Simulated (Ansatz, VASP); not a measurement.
**NbN: VASP beside Ansatz**

```xyz
2
Lattice="0.0000 2.1945 2.1945 2.1945 0.0000 2.1945 2.1945 2.1945 0.0000" Properties=species:S:1:pos:R:3 pbc="T T T"
Nb    2.1945    2.1945    2.1945
N     0.0000    0.0000    0.0000
```

Alike in both runs: task relaxation of cell and atoms; functional PBE; k mesh 6 × 6 × 6; occupations gaussian, width 0.1 eV; no spin polarisation.

|  | VASP | Ansatz |
| --- | --- | --- |
| version | VASP 6.6.1 | Ansatz 0.2.0 |
| potentials or method | VASP PAW PBE potentials, release 64 (Nb_sv, N), cutoff 600 eV | scalar-relativistic, plane waves, PAW |
| valence electrons in the cell | 18 | 18 |

|  | VASP | Ansatz | Ansatz less VASP |
| --- | --- | --- | --- |
| gap on the k mesh at the Fermi level, each at its own relaxed structure (eV) | none | none | - |
| relaxed volume (Å³/atom) | 10.80 | 10.82 | +0.019 |
| relaxed cell length with the largest relative difference (Å) | 3.126 | 3.128 | +0.0018 |

A gap of «none» marks a metal or a gap that the smearing closes.

The k mesh is coarse, so the values compare programs but aren't converged. Noted on VASP's run: too few bands were computed for a metal, which touches its energy and stress.
